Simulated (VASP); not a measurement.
# WAu (Pm-3m) in VASP: notebook, part 2 of 2

VASP 6.6.1.

### 5 Relaxation of cell and atoms, PBE

The input, INCAR:

```
ALGO = Fast
EDIFF = 1E-7
EDIFFG = -0.01
ENCUT = 600
GGA = PE
IBRION = 2
ISIF = 3
ISMEAR = 0
LASPH = T
LCHARG = F
LREAL = F
LWAVE = F
NELM = 80
NSW = 100
PREC = Accurate
SIGMA = 0.1
```

The input, KPOINTS:

```
k-points
0
Gamma
  18 18 18
```

The input, POSCAR:

```
WAu
1.0
    3.2315366514      0.0000000000      0.0000000000
    0.0000000000      3.2315366514      0.0000000000
    0.0000000000      0.0000000000      3.2315366514
W Au
1 1
Direct
    0.0000000000      0.0000000000      0.0000000000
    0.5000000000      0.5000000000      0.5000000000
```

Potentials or basis: VASP PAW PBE potentials, release 64 (W_sv, Au).

The run is started by

```bash
$ cat potpaw_PBE.64/W_sv/POTCAR potpaw_PBE.64/Au/POTCAR > POTCAR
$ mpirun -np 1 vasp_std > vasp.out
```

OUTCAR:

```text
EDIFF = 1E-7
   EDIFFG = -0.01
   ENCUT = 600
   GGA = PE
   IBRION = 2
   ISIF = 3
   ISMEAR = 0
   LASPH = T
   LREAL = F
   NELM = 80
   NSW = 100
   PREC = Accurate

 ion  position               nearest neighbor table
   1  0.000  0.000  0.000-   2 2.80   2 2.80   2 2.80   2 2.80   2 2.80   2 2.80   2 2.80   2 2.80

   2  0.500  0.500  0.500-   1 2.80   1 2.80   1 2.80   1 2.80   1 2.80   1 2.80   1 2.80   1 2.80

  LATTYP: Found a simple cubic cell.
 ALAT       =     3.2315366514

  Lattice vectors:

 A1 = (   3.2315366514,   0.0000000000,   0.0000000000)
 A2 = (   0.0000000000,   3.2315366514,   0.0000000000)
 A3 = (   0.0000000000,   0.0000000000,   3.2315366514)

Analysis of symmetry for initial positions (statically):
=====================================================================
 Subroutine PRICEL returns:
 Original cell was already a primitive cell.

 Routine SETGRP: Setting up the symmetry group for a
 simple cubic supercell.

 Subroutine GETGRP returns: Found 48 space group operations
 (whereof 48 operations were pure point group operations)
 out of a pool of 48 trial point group operations.

The static configuration has the point symmetry O_h .

Analysis of symmetry for dynamics (positions and initial velocities):
=====================================================================
 Subroutine PRICEL returns:
 Original cell was already a primitive cell.

 Routine SETGRP: Setting up the symmetry group for a
 simple cubic supercell.

 Subroutine GETGRP returns: Found 48 space group operations
 (whereof 48 operations were pure point group operations)
 out of a pool of 48 trial point group operations.

The dynamic configuration has the point symmetry O_h .

 Subroutine INISYM returns: Found 48 space group operations
 (whereof 48 operations are pure point group operations),
 and found     1 'primitive' translations

----------------------------------------------------------------------------------------
[... 116 lines left out ...]
  Thomas-Fermi vector in A             =   2.595235
   LORBIT       =      0    0 simple, 1 ext, 2 COOP (PROOUT), +10 PAW based schemes
   GGA     = PE    functional components
   LHFCALC =     F    Hartree Fock is set to
   AEXX    =    0.0000 exact exchange contribution
   IVDW    =     0    specifies the selected vdW correction
   LEPSILON=     F    determine dielectric tensor
   LRPA    =     F    only Hartree local field effects (RPA)
 conjugate gradient relaxation of ions
 non-spin polarized calculation
 RMM-DIIS sequential band-by-band and
 Gauss-broadening in eV      SIGMA  =   0.10
  energy-cutoff  :      600.00
  volume of cell :       33.75
 maximum number of plane-waves:      1149
 NGX is ok and might be reduce to    28
   NGX = 13   NGY = 13   NGZ = 13

 number of electron      24.9999999 magnetization

 Free energy of the ion-electron system (eV)
  ---------------------------------------------------
  ext. energy  EPLUGINS =         0.00000000
  ---------------------------------------------------
  free energy    TOTEN  =       -14.59140955 eV

  energy without entropy =      -14.57777576  energy(sigma->0) =      -14.58459265

 E-fermi :  10.2228     XC(G=0): -13.0760

 val. band max:       10.2091187725   @ k =   0.3889   0.3889   0.0000
 cond. band min:      10.2312615868   @ k =   0.3333   0.2778   0.1667
 fundamental gap:      0.0221428142
 Fermi energy:        10.2228177429

 k-point     1 :       0.0000    0.0000    0.0000
  band No.  band energies     occupation
      1     -64.0950      2.00000
      2     -28.1656      2.00000
      3     -28.1656      2.00000
      4     -28.1656      2.00000
      5       0.4099      2.00000
      6       3.4679      2.00000
[... 433 lines left out ...]
      3     -28.1776      2.00000
      4     -28.1558      2.00000
      5       2.5741      2.00000
      6       4.2217      2.00000
[... 8 lines left out ...]
     15      12.1014      0.00000
     16      13.5755      0.00000

 [... further k-points ...]

------------------------ aborting loop because EDIFF is reached ----------------------------------------

  FORCE on cell =-STRESS in cart. coord.  units (eV):
  Direction    XX          YY          ZZ          XY          YZ          ZX
  --------------------------------------------------------------------------------------
  -------------------------------------------------------------------------------------
  Total        0.0155155      0.0155155      0.0155155     -0.0000000     -0.0000000      0.0000000
  in kB        0.7366303      0.7366303      0.7366303     -0.0000000     -0.0000000      0.0000000
  external PRESSURE =       0.7366303 kB  Pullay stress =       0.0000000 kB

 VOLUME and BASIS-vectors are now :
 -----------------------------------------------------------------------------
  energy-cutoff  :      600.00
  volume of cell :       33.75
      direct lattice vectors                 reciprocal lattice vectors
     3.231536651  0.000000000  0.000000000     0.309450304  0.000000000  0.000000000
     0.000000000  3.231536651  0.000000000     0.000000000  0.309450304  0.000000000
     0.000000000  0.000000000  3.231536651     0.000000000  0.000000000  0.309450304

 POSITION                                       TOTAL-FORCE (eV/Angst)
 -----------------------------------------------------------------------------------
      0.00000      0.00000      0.00000         0.000000      0.000000      0.000000
      1.61577      1.61577      1.61577         0.000000      0.000000      0.000000
 -----------------------------------------------------------------------------------
    total drift:                                0.000000      0.000000      0.000000

  FREE ENERGIE OF THE ION-ELECTRON SYSTEM (eV)
  ---------------------------------------------------
  free  energy   TOTEN  =       -14.5914095491 eV

  energy  without entropy=      -14.5777757589  energy(sigma->0) =      -14.58459265

 reached required accuracy - stopping structural energy minimisation
```

CONTCAR:

```text
WAu
   1.00000000000000
     3.2315366513999999    0.0000000000000000    0.0000000000000000
     0.0000000000000000    3.2315366513999999    0.0000000000000000
     0.0000000000000000    0.0000000000000000    3.2315366513999999
  W               Au
     1     1
Direct
     0.0000000000000000    0.0000000000000000    0.0000000000000000
     0.5000000000000000    0.5000000000000000    0.5000000000000000

  0.00000000E+00  0.00000000E+00  0.00000000E+00
  0.00000000E+00  0.00000000E+00  0.00000000E+00
```

It took 4.7 min on 1 thread of Intel Xeon 8259CL, shared host; peak memory 0.29 GiB.

Results:

```
Free energy             : -14.5914 eV
Pressure after relaxing : 0.1 GPa
Band gap on the k mesh  : zero (an odd number of electrons rules out a gap without spin polarisation)
```

Final structure:
```yaml
crystal:
  lattice:
    - [3.23154, 0.00000, 0.00000]
    - [0.00000, 3.23154, 0.00000]
    - [0.00000, 0.00000, 3.23154]
  atoms:
    - { symbol: W, position: [0.00000, 0.00000, 0.00000] }
    - { symbol: Au, position: [0.50000, 0.50000, 0.50000] }
```

Levels at points of the mesh, in eV from the Fermi level:
| k point | band 9 | band 10 | band 11 | band 12 | band 13 | band 14 | band 15 | band 16 |
| --- | --- | --- | --- | --- | --- | --- | --- | --- |
| (0.00, 0.00, 0.00) | -4.62 | -4.62 | -0.40 | -0.40 | 2.46 | 2.46 | 2.46 | 6.77 |
| (0.50, 0.00, 0.00) | -4.80 | -4.13 | -2.34 | -2.25 | -0.58 | -0.58 | 1.44 | 3.17 |
| (0.50, 0.50, 0.00) | -3.26 | -2.52 | -0.28 | -0.28 | 0.21 | 2.38 | 2.38 | 2.90 |
| (0.50, 0.50, 0.50) | -3.28 | -3.28 | -3.21 | -3.21 | 2.16 | 3.03 | 3.03 | 6.57 |

Caveat: the relaxation stopped at its first step, so nothing moved; spin-orbit coupling is left out, which moves the levels of the heavy elements.

### 6 The runs side by side

| task | cell | k mesh | cutoff (eV) | gap on the mesh (eV) | pressure (GPa) |
| --- | --- | --- | --- | --- | --- |
| single point | a = 3.232 Å, 2 atoms | 6 × 6 × 6 | 520 | none | 0.1 |
| relaxation of cell and atoms | relaxed from a = 3.282 Å, 2 atoms | 6 × 6 × 6 | 600 | none | -0.1 |
| single point | a = 3.232 Å, 2 atoms | 18 × 18 × 18 | 520 | none | -0.1 |
| relaxation of cell and atoms | relaxed from a = 3.232 Å, 2 atoms | 18 × 18 × 18 | 600 | none | 0.1 |

Alike in all rows: level PBE; potentials or basis VASP PAW PBE potentials, release 64 (W_sv, Au); no spin polarisation; smearing gaussian 0.1 eV.

Caveats: spin-orbit coupling is left out, which moves the levels of the heavy elements; the relaxation stopped at its first step, so nothing moved (at least some runs).

Total energies depend on the potentials used, so only differences within one code and one set of settings carry meaning.

The gap in the log of VASP goes by the Fermi energy; the results here count the filled bands.